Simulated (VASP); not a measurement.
# H (Pnma) in VASP: single point with PBE

Aim: the single point of H with PBE.

Program: VASP 6.6.1. These are calculated values, not measurements. Logs are shortened: lines on timing, memory, paths and dates and some standing lists are left out, and cuts for length are marked.

## 1. The cell of the first run

Symmetry: Pnma, No. 62, orthorhombic system. The conventional cell has a = 5.559 Å, b = 11.270 Å, c = 4.345 Å, α = 90.00°, β = 90.00°, γ = 90.00°. Within 1.0 Å of H (site symmetry m) lie 1 H at 0.75 Å. H (site symmetry m) has 1 H at 0.75 Å within 1.0 Å. Within 1.0 Å of H (site symmetry 1) lie 1 H at 0.75 Å.

## 2. Single point, PBE

Input file INCAR:

```
PREC = Accurate
ENCUT = 520
EDIFF = 1E-6
ISMEAR = 0
SIGMA = 0.02
LREAL = Auto
LASPH = True
NELM = 60
ALGO = Normal
ISIF = 2
LWAVE = False
LCHARG = False
GGA = PE
NBANDS = 22
```

Input file KPOINTS:

```
regular mesh
0
Gamma
  4 2 6
```

Input file POSCAR:

```
H
1.0
    5.5585706622      0.0000000000      0.0000000000
    0.0000000000     11.2696032822      0.0000000000
    0.0000000000      0.0000000000      4.3446175332
H
16
Direct
    0.5651767944      0.7500000000      0.4257666368
    0.0651767944      0.7500000000      0.0742333632
    0.4348232056      0.2500000000      0.5742333632
    0.9348232056      0.2500000000      0.9257666368
    0.6575843423      0.7500000000      0.5518174447
    0.1575843423      0.7500000000     -0.0518174447
    0.3424156577      0.2500000000      0.4481825553
    0.8424156577      0.2500000000      1.0518174447
    0.4535974496      0.9970403991      0.0623478050
    0.9535974496      0.5029596009      0.4376521950
    0.5464025504      0.4970403991      0.9376521950
    0.0464025504      0.0029596009      0.5623478050
    0.5464025504      0.0029596009      0.9376521950
    0.0464025504      0.4970403991      0.5623478050
    0.4535974496      0.5029596009      0.0623478050
    0.9535974496      0.9970403991      0.4376521950
```

Potentials or basis: VASP PAW PBE potentials, release 64 (H).

On the command line:

```
cat potpaw_PBE.64/H/POTCAR > POTCAR
mpirun -np 1 vasp_std > vasp.out
```

OUTCAR:

```text
PREC = Accurate
   ENCUT = 520
   EDIFF = 1E-6
   ISMEAR = 0
   LREAL = Auto
   LASPH = True
   NELM = 60
   ISIF = 2
   GGA = PE

 ion  position               nearest neighbor table
   1  0.565  0.750  0.426-   5 0.75
   2  0.065  0.750  0.074-   6 0.75
   3  0.435  0.250  0.574-   7 0.75
   4  0.935  0.250  0.926-   8 0.75
   5  0.658  0.750  0.552-   1 0.75
   6  0.158  0.750  0.948-   2 0.75
[... 8 lines left out ...]
  15  0.454  0.503  0.062-  11 0.75
  16  0.954  0.997  0.438-  12 0.75

  LATTYP: Found a simple orthorhombic cell.
 ALAT       =     4.3446175332
 B/A-ratio  =     1.2794154191
 C/A-ratio  =     2.5939229854

  Lattice vectors:

 A1 = (   0.0000000000,   0.0000000000,   4.3446175332)
 A2 = (   5.5585706622,   0.0000000000,   0.0000000000)
 A3 = (   0.0000000000,  11.2696032822,   0.0000000000)

Analysis of symmetry for initial positions (statically):
=====================================================================
 Subroutine PRICEL returns:
 Original cell was already a primitive cell.

 Routine SETGRP: Setting up the symmetry group for a
 simple orthorhombic supercell.

 Subroutine GETGRP returns: Found  8 space group operations
 (whereof  2 operations were pure point group operations)
 out of a pool of  8 trial point group operations.

The static configuration has the point symmetry S_2 .
 The point group associated with its full space group is D_2h.

Analysis of symmetry for dynamics (positions and initial velocities):
=====================================================================
 Subroutine PRICEL returns:
 Original cell was already a primitive cell.

 Routine SETGRP: Setting up the symmetry group for a
 simple orthorhombic supercell.

 Subroutine GETGRP returns: Found  8 space group operations
 (whereof  2 operations were pure point group operations)
 out of a pool of  8 trial point group operations.

The dynamic configuration has the point symmetry S_2 .
 The point group associated with its full space group is D_2h.

 Subroutine INISYM returns: Found  8 space group operations
 (whereof  2 operations are pure point group operations),
 and found     1 'primitive' translations

----------------------------------------------------------------------------------------

                                     Primitive cell

  volume of cell :     272.1594

  direct lattice vectors                    reciprocal lattice vectors
     5.558570662  0.000000000  0.000000000     0.179902364  0.000000000  0.000000000
     0.000000000 11.269603282  0.000000000     0.000000000  0.088734268  0.000000000
     0.000000000  0.000000000  4.344617533     0.000000000  0.000000000  0.230169858

  length of vectors
     5.558570662 11.269603282  4.344617533     0.179902364  0.088734268  0.230169858

  position of ions in fractional coordinates (direct lattice)
     0.565176794  0.750000000  0.425766637
     0.065176794  0.750000000  0.074233363
     0.434823206  0.250000000  0.574233363
     0.934823206  0.250000000  0.925766637
     0.657584342  0.750000000  0.551817445
     0.157584342  0.750000000  0.948182555
[... 8 lines left out ...]
     0.453597450  0.502959601  0.062347805
     0.953597450  0.997040399  0.437652195

  ion indices of the primitive-cell ions
   primitive index   ion index
                 1           1
                 2           2
                 3           3
                 4           4
                 5           5
                 6           6
[... 8 lines left out ...]
                15          15
                16          16

----------------------------------------------------------------------------------------

 KPOINTS: regular mesh

Automatic generation of k-mesh.
 Grid dimensions read from file:
 generate k-points for:    4    2    6

 Generating k-lattice:

  Cartesian coordinates                     Fractional coordinates (reciprocal lattice)
     0.044975591  0.000000000  0.000000000     0.250000000  0.000000000  0.000000000
     0.000000000  0.044367134  0.000000000     0.000000000  0.500000000  0.000000000
     0.000000000  0.000000000  0.038361643     0.000000000  0.000000000  0.166666667

  Length of vectors
     0.044975591  0.044367134  0.038361643

  Shift w.r.t. Gamma in fractional coordinates (k-lattice)
     0.000000000  0.000000000  0.000000000

 Subroutine IBZKPT returns following result:
 ===========================================

 Found     24 irreducible k-points:

 Following reciprocal coordinates:
            Coordinates               Weight
  0.000000  0.000000  0.000000      1.000000
  0.250000  0.000000  0.000000      2.000000
  0.500000  0.000000  0.000000      1.000000
  0.000000  0.500000  0.000000      1.000000
  0.250000  0.500000  0.000000      2.000000
  0.500000  0.500000  0.000000      1.000000
[... 16 lines left out ...]
  0.250000  0.500000  0.500000      2.000000
  0.500000  0.500000  0.500000      1.000000
   k-points           NKPTS =     24   k-points in BZ     NKDIM =     24   number of bands    NBANDS=     22
   number of dos      NEDOS =    301   number of ions     NIONS =     16
   total plane-waves  NPLWV = 112896
   dimension x,y,z NGX =    42 NGY =   84 NGZ =   32
   dimension x,y,z NGXF=    84 NGYF=  168 NGZF=   64
   ions per type =              16
   NGX,Y,Z   is equivalent  to a cutoff of  12.56, 12.39, 12.24 a.u.
   NGXF,Y,Z  is equivalent  to a cutoff of  25.12, 24.78, 24.49 a.u.
 SYSTEM =  unknown system
   PREC   = accura    normal or accurate (medium, high low for compatibility)
   ISTART =      0    job   : 0-new  1-cont  2-samecut
   ICHARG =      2    charge: 1-file 2-atom 10-const
   ISPIN  =      1    spin polarized calculation?
   LNONCOLLINEAR =      F non collinear calculations
   LSORBIT =      F    spin-orbit coupling
   LASPH  =      T    aspherical Exc in radial PAW
   ENCUT  =  520.0 eV  38.22 Ry    6.18 a.u.  10.34 20.95  8.08*2*pi/ulx,y,z
   NELM   =     60;   NELMIN=  2; NELMDL= -5     # of ELM steps
   EDIFF  = 0.1E-05   stopping-criterion for ELM
   LREAL  =      T    real-space projection
   EDIFFG = 0.1E-04   stopping-criterion for IOM
   NSW    =      0    number of steps for IOM
   IBRION =     -1    ionic relax: 0-MD 1-quasi-New 2-CG
   NFREE  =      0    steps in history (QN), initial steepest desc. (CG)
   ISIF   =      2    stress and relaxation
   ISYM   =      2    0-nonsym 1-usesym 2-fastsym
   POTIM  = 0.5000    time-step for ionic-motion
   TEBEG  =    0.0;   TEEND  =   0.0 temperature during run
   PSTRESS=    0.0 pullay stress
   NELECT =      16.0000    total number of electrons
   NUPDOWN=      -1.0000    fix difference up-down
   EMIN   =  10.00;   EMAX   =-10.00  energy-range for DOS
   EFERMI =   0.00;   METHOD = LEGACY
   ISMEAR =     0;   SIGMA  =   0.02  broadening in eV -4-tet -1-fermi 0-gaus
   EFERMI_NEDOS =   21; number of points for ismear=-14 and -15
   IALGO  =     38    algorithm
   IMIX   =      4    mixing-type and parameters
     AMIX     =   0.40;   BMIX     =  1.00
     AMIX_MAG =   1.60;   BMIX_MAG =  1.00
  volume/ion in A,a.u.               =      17.01       114.79
  Fermi-wavevector in a.u.,A,eV,Ry     =   0.636562  1.202927  5.513225  0.405211
  Thomas-Fermi vector in A             =   1.701273
   LORBIT       =      0    0 simple, 1 ext, 2 COOP (PROOUT), +10 PAW based schemes
   GGA     = PE    functional components
   LHFCALC =     F    Hartree Fock is set to
   AEXX    =    0.0000 exact exchange contribution
   IVDW    =     0    specifies the selected vdW correction
   LEPSILON=     F    determine dielectric tensor
   LRPA    =     F    only Hartree local field effects (RPA)
 non-spin polarized calculation
 Gauss-broadening in eV      SIGMA  =   0.02
  energy-cutoff  :      520.00
  volume of cell :      272.16
 maximum number of plane-waves:      7374
 NGX is ok and might be reduce to    42
   NGX = 21   NGY = 41   NGZ = 17

 number of electron      15.9999996 magnetization

 Free energy of the ion-electron system (eV)
  ---------------------------------------------------
  ext. energy  EPLUGINS =         0.00000000
  ---------------------------------------------------
  free energy    TOTEN  =       -54.32263624 eV

  energy without entropy =      -54.32263624  energy(sigma->0) =      -54.32263624

 E-fermi :  -8.9200     XC(G=0):  -4.4825

 val. band max:       -9.0114515435   @ k =   0.0000   0.0000   0.0000
 cond. band min:       0.2734710569   @ k =   0.5000   0.0000   0.5000
 fundamental gap:      9.2849226004
 Fermi energy:        -8.9199809410

 k-point     1 :       0.0000    0.0000    0.0000
  band No.  band energies     occupation
      1     -10.1993      2.00000
      2      -9.8060      2.00000
      3      -9.8010      2.00000
      4      -9.3524      2.00000
      5      -9.1891      2.00000
      6      -9.1002      2.00000
[... 12 lines left out ...]
     19       3.4956      0.00000
     20       4.7842      0.00000

 k-point     2 :       0.2500    0.0000    0.0000
  band No.  band energies     occupation
      1     -10.0765      2.00000
      2      -9.7098      2.00000
      3      -9.7050      2.00000
      4      -9.3837      2.00000
      5      -9.2935      2.00000
      6      -9.2107      2.00000
[... 12 lines left out ...]
     19       3.8381      0.00000
     20       4.0837      0.00000

 k-point     3 :       0.5000    0.0000    0.0000
  band No.  band energies     occupation
      1      -9.7561      2.00000
      2      -9.7561      2.00000
      3      -9.4678      2.00000
      4      -9.4678      2.00000
      5      -9.4638      2.00000
      6      -9.4638      2.00000
[... 12 lines left out ...]
     19       4.0378      0.00000
     20       4.0378      0.00000

 k-point     4 :       0.0000    0.5000    0.0000
  band No.  band energies     occupation
      1     -10.0882      2.00000
      2     -10.0882      2.00000
      3      -9.4914      2.00000
      4      -9.4914      2.00000
      5      -9.1620      2.00000
      6      -9.1620      2.00000
[... 12 lines left out ...]
     19       4.3408      0.00000
     20       4.3408      0.00000

 k-point     5 :       0.2500    0.5000    0.0000
  band No.  band energies     occupation
      1      -9.9724      2.00000
      2      -9.9724      2.00000
      3      -9.4203      2.00000
      4      -9.4203      2.00000
      5      -9.3327      2.00000
      6      -9.3327      2.00000
[... 12 lines left out ...]
     19       4.3218      0.00000
     20       4.3218      0.00000
[... 352 lines left out ...]
      5      -9.3701      2.00000
      6      -9.3701      2.00000
[... 12 lines left out ...]
     19       4.6226      0.00000
     20       4.6226      0.00000

 k-point    22 :       0.0000    0.5000    0.5000
  band No.  band energies     occupation
      1      -9.5476      2.00000
      2      -9.5476      2.00000
      3      -9.4881      2.00000
      4      -9.4881      2.00000
      5      -9.2602      2.00000
      6      -9.2602      2.00000
[... 12 lines left out ...]
     19       3.3823      0.00000
     20       3.3823      0.00000

 k-point    23 :       0.2500    0.5000    0.5000
  band No.  band energies     occupation
      1      -9.5134      2.00000
      2      -9.5134      2.00000
      3      -9.4674      2.00000
      4      -9.4674      2.00000
      5      -9.2732      2.00000
      6      -9.2732      2.00000
[... 12 lines left out ...]
     19       4.1246      0.00000
     20       4.1246      0.00000

 k-point    24 :       0.5000    0.5000    0.5000
  band No.  band energies     occupation
      1      -9.4573      2.00000
      2      -9.4573      2.00000
      3      -9.4573      2.00000
      4      -9.4573      2.00000
      5      -9.2931      2.00000
      6      -9.2931      2.00000
[... 12 lines left out ...]
     19       5.0646      0.00000
     20       5.0646      0.00000
 [bands above 20 left out]

------------------------ aborting loop because EDIFF is reached ----------------------------------------

  FORCE on cell =-STRESS in cart. coord.  units (eV):
  Direction    XX          YY          ZZ          XY          YZ          ZX
  --------------------------------------------------------------------------------------
  -------------------------------------------------------------------------------------
  Total       -0.3523074     -0.2386009     -0.3240590      0.0000000      0.0000000      0.0000000
  in kB       -2.0740012     -1.4046217     -1.9077057      0.0000000      0.0000000      0.0000000
  external PRESSURE =      -1.7954429 kB  Pullay stress =       0.0000000 kB

 VOLUME and BASIS-vectors are now :
 -----------------------------------------------------------------------------
  energy-cutoff  :      520.00
  volume of cell :      272.16
      direct lattice vectors                 reciprocal lattice vectors
     5.558570662  0.000000000  0.000000000     0.179902364  0.000000000  0.000000000
     0.000000000 11.269603282  0.000000000     0.000000000  0.088734268  0.000000000
     0.000000000  0.000000000  4.344617533     0.000000000  0.000000000  0.230169858

 POSITION                                       TOTAL-FORCE (eV/Angst)
 -----------------------------------------------------------------------------------
      3.14158      8.45220      1.84979         0.005775     -0.000000      0.006940
      0.36229      8.45220      0.32252         0.005775     -0.000000     -0.006940
      2.41700      2.81740      2.49482        -0.005775     -0.000000     -0.006940
      5.19628      2.81740      4.02210        -0.005775     -0.000000      0.006940
      3.65523      8.45220      2.39744        -0.006664     -0.000000     -0.005144
      0.87594      8.45220      4.11949        -0.006664     -0.000000      0.005144
[... 8 lines left out ...]
      2.52135      5.66816      0.27088         0.010776     -0.001261     -0.011445
      5.30064     11.23625      1.90143         0.010776      0.001261      0.011445
 -----------------------------------------------------------------------------------
    total drift:                                0.000000      0.000000     -0.000000

  FREE ENERGIE OF THE ION-ELECTRON SYSTEM (eV)
  ---------------------------------------------------
  free  energy   TOTEN  =       -54.3226362402 eV

  energy  without entropy=      -54.3226362402  energy(sigma->0) =      -54.32263624
```

Run time: 5.1 min. Hardware: 1 thread of Intel Xeon 8259CL, shared host; peak memory 0.33 GiB.

What came out:

| Item | Value |
| --- | --- |
| Free energy | -54.3226 eV |
| Pressure | -0.2 GPa |
| Largest force | 0.016 eV/Å |
| Band gap on the k mesh | 9.29 eV (least direct gap 9.53 eV) |

Forces on the atoms (eV/Å):
```
H    0.006  0.000  0.007
H    0.006  0.000 -0.007
H   -0.006  0.000 -0.007
H   -0.006  0.000  0.007
H   -0.007  0.000 -0.005
H   -0.007  0.000  0.005
H    0.007  0.000  0.005
H    0.007  0.000 -0.005
H    0.011  0.001 -0.011
H    0.011 -0.001  0.011
H   -0.011  0.001  0.011
H   -0.011 -0.001 -0.011
H   -0.011 -0.001  0.011
H   -0.011  0.001 -0.011
H    0.011 -0.001 -0.011
H    0.011  0.001  0.011
```

Levels at points of the mesh, in eV from the valence-band top:
| k point | band 6 | band 7 | band 8 | band 9 | band 10 | band 11 |
| --- | --- | --- | --- | --- | --- | --- |
| (0.00, 0.00, 0.00) | -0.09 | -0.08 | 0.00 | 9.77 | 10.45 | 10.57 |
| (0.50, 0.00, 0.00) | -0.45 | -0.14 | -0.14 | 10.50 | 10.50 | 10.62 |
| (0.00, 0.50, 0.00) | -0.15 | -0.02 | -0.02 | 9.99 | 9.99 | 10.65 |
| (0.50, 0.50, 0.00) | -0.24 | -0.24 | -0.24 | 10.52 | 10.52 | 10.52 |
| (0.00, 0.00, 0.50) | -0.37 | -0.19 | -0.19 | 10.15 | 10.15 | 10.22 |
| (0.50, 0.00, 0.50) | -0.36 | -0.25 | -0.25 | 9.29 | 9.29 | 9.52 |
| (0.00, 0.50, 0.50) | -0.25 | -0.23 | -0.23 | 10.11 | 10.11 | 10.23 |
| (0.50, 0.50, 0.50) | -0.28 | -0.28 | -0.28 | 9.43 | 9.43 | 9.43 |

Caveat: this functional lacks dispersion, which holds the molecules together, so the pressure and a relaxed volume are unreliable. A k mesh can miss the band edges.
